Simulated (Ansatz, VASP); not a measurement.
# Two plane-wave programs on ZnCd2S

INCAR

```
SYSTEM = ZnCd2S
  ALGO = Normal
  EDIFF = 1E-7
  EDIFFG = -0.01
  ENCUT = 600
  GGA = PE
  IBRION = 2
  ISIF = 3
  ISMEAR = 0
  LASPH = .TRUE.
  LCHARG = .FALSE.
  LREAL = .FALSE.
  LWAVE = .FALSE.
  NELM = 60
  NSW = 100
  PREC = Accurate
  SIGMA = 0.1
```

The input KPOINTS:

```
k-points
0
G
  18 18 4
  0 0 0
```

Contents of POSCAR:

```
ZnCd2S
1.0
    2.8714898435      0.0000000000      0.0000000000
   -1.4357449218      2.4867831512      0.0000000000
    0.0000000000      0.0000000000     11.7410623893
Zn Cd S
1 2 1
Direct
    0.0000000000      0.0000000000      0.5000000000
    0.0000000000      0.0000000000      0.2420466669
    0.0000000000      0.0000000000      0.7579533331
    0.0000000000      0.0000000000      0.0000000000
```

Input for Ansatz:

```yaml
crystal:
  lattice:
    - [2.8714898435, 0.0, 0.0]
    - [-1.4357449218, 2.4867831512, 0.0]
    - [0.0, 0.0, 11.7410623893]
  atoms:
    - { symbol: Zn, position: [0.0, 0.0, 0.5] }
    - { symbol: Cd, position: [0.0, 0.0, 0.2420466669] }
    - { symbol: Cd, position: [0.0, 0.0, 0.7579533331] }
    - { symbol: S, position: [0.0, 0.0, 0.0] }
basis:
  ecutwfc: 420
kpoints:
  mp_grid: { grid: [18, 18, 4] }
hamiltonian:
  xc: pbe
scf:
  occupations: { method: gaussian, width: 0.1 }
output:
  forces: true
  stress: true
  eigenvalues: true
relax:
  adjacent_minimum: "off"
  f_tol: 0.01
  max_steps: 80
  cell: { stress_tol: 0.05 }
```

Alike in both runs: task relaxation of cell and atoms; functional PBE; k mesh 18 × 18 × 4; occupations gaussian, width 0.1 eV; no spin polarisation.

|  | VASP | Ansatz |
| --- | --- | --- |
| version | VASP 6.6.1 | Ansatz 0.2.0 |
| potentials or method | VASP PAW PBE potentials, release 64 (Zn, Cd, S), cutoff 600 eV | scalar-relativistic, plane waves, PAW |
| valence electrons in the cell | 42 | 58 |

|  | VASP | Ansatz | Ansatz less VASP |
| --- | --- | --- | --- |
| gap on the k mesh at the Fermi level, each at its own relaxed structure (eV) | none | none | - |
| relaxed volume (Å³/atom) | 21.21 | 21.15 | -0.066 |
| relaxed cell length with the largest relative difference (Å) | 11.435 | 11.423 | -0.0123 |

A gap of «none» marks a metal or a gap that the smearing closes. VASP's potentials hold 42 valence electrons a cell and Ansatz's 58, so a difference there can come from the potentials and not from the codes.
